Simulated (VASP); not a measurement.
Input of a VASP 6.6.1 run:

The input INCAR:

```
SYSTEM = Ga2Se
PREC = Accurate ; ENCUT = 520
EDIFF = 1E-6 ; ISMEAR = 0
SIGMA = 0.1 ; LREAL = .FALSE.
LASPH = .TRUE. ; NELM = 60
ALGO = Normal ; ISIF = 2
LWAVE = .FALSE. ; LCHARG = .FALSE.
GGA = PE ; NBANDS = 23
```

KPOINTS

```
regular mesh
0
G
  6 6 6
  0 0 0
```

POSCAR

```
Ga2Se
1.0
    1.8230153878      1.0525184249      5.5059728220
   -1.8230153878      1.0525184249      5.5059728220
    0.0000000000     -2.1050368498      5.5059728220
Ga Se
2 1
Direct
    0.7500000000      0.7500000000      0.7500000000
    0.2500000000      0.2500000000      0.2500000000
    0.0000000000      0.0000000000      0.0000000000
```

Potentials or basis: VASP PAW PBE potentials, release 64 (Ga_d, Se).

Command:

```sh
$ cat potpaw_PBE.64/Ga_d/POTCAR potpaw_PBE.64/Se/POTCAR > POTCAR
$ mpirun -np 1 vasp_std > vasp.out
```

Task: Predict the band gap on the k mesh.

Result: Zero (bands 16 and 17 overlap by 1.22 eV).

Task: What does it give for the largest force?

Result: 2.654 eV/Å.

Task: Predict the pressure.

Result: 15.4 GPa.

Stress tensor (GPa, compression positive):
```
15.47  0.00  0.00
 0.00 15.47  0.00
 0.00  0.00 15.11
```

Caveat: the cell stands under pressure; forces of over 1 eV/Å act on the atoms, so gaps and moduli don't describe the material at rest.
